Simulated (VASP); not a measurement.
Sc, 3 atoms in the cell. Symmetry: P6/mmm, No. 191, hexagonal system. Conventional cell: a = 5.476 Å, b = 5.476 Å, c = 3.357 Å, α = 90.00°, β = 90.00°, γ = 120.00°. Sc (site symmetry 6/mmm) has 14 Sc at 3.36 to 3.58 Å within 4.4 Å. Within 4.2 Å of Sc (site symmetry -6m2) lie 11 Sc at 3.16 to 3.58 Å. 

```yaml
Program: VASP 6.6.1
Task: relaxation of cell and atoms
Functional: PBE
Potentials_or_basis: VASP PAW PBE potentials, release 64 (Sc_sv)
Cutoff: 600 eV
k_mesh: 6 × 6 × 6
Occupations: gaussian, width 0.1 eV
Spin: no spin polarisation
Dipole_correction: no
Further_INCAR_settings: ALGO = Fast; EDIFF = 1e-06; IBRION = 2; EDIFFG = -0.04; NSW = 90; ISIF = 3
```

Potentials or basis: VASP PAW PBE potentials, release 64 (Sc_sv).

Run with:

```sh
$ cat potpaw_PBE.64/Sc_sv/POTCAR > POTCAR
$ mpirun -np 1 vasp_std > vasp.out
```

Hardware: 1 thread of Intel(R) Xeon(R) Platinum 8259CL CPU @ 2.50GHz (Skylake/Cascade Lake), with other jobs on the host.

Q: How long does it take, and how much memory?

A: Wall time 5.4 min on 1 thread of Intel(R) Xeon(R) Platinum 8259CL CPU @ 2.50GHz (Skylake/Cascade Lake), with other jobs on the host, peak memory 0.27 GiB. Counts: scf iterations 74, k points 28, ion steps 5.
